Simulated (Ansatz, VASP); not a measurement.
**One calculation of MgBe2Te2O, two programs**

```
Mg Be Te O
1.0
     3.33093    0.00000    0.00000
     0.00000    3.33093    0.00000
     0.00000    0.00000   10.55980
Mg Be Te O
1 2 2 1
Cartesian
  0.0000 0.0000 0.0000
  1.6655 0.0000 6.0233
  0.0000 1.6655 4.5365
  1.6655 0.0000 3.5886
  0.0000 1.6655 6.9712
  1.6655 1.6655 0.0000
```

Change from the starting cell: species swapped into the Pr2FeSi2Ru type (P-4m2, No. 115).

Alike in both runs: functional PBE; k mesh 12 × 12 × 4; occupations gaussian, width 0.1 eV; no spin polarisation.

Ansatz relaxed the structure, and its values are those at the end. VASP's run is a single point on that final structure, the one shown.

|  | VASP | Ansatz |
| --- | --- | --- |
| version | VASP 6.6.1 | Ansatz 0.2.0 |
| potentials or method | VASP PAW PBE potentials, release 64 (Mg, Be, Te, O), cutoff 520 eV | scalar-relativistic, plane waves, PAW |
| valence electrons in the cell | 24 | 52 |

```csv
,VASP,Ansatz,Ansatz less VASP
gap on the k mesh at the Fermi level (eV),none,none,-
pressure (GPa),0.1,0.0,-0.05
rms of the force components (eV/Å),0.013,0.000,-0.0130
```

A gap of «none» marks a metal or a gap that the smearing closes. With one functional, cell and mesh, what is left measures potentials, basis and numerics. VASP's potentials hold 24 valence electrons a cell and Ansatz's 52, so a difference there can come from the potentials and not from the codes.

Neither program's run includes spin-orbit coupling.
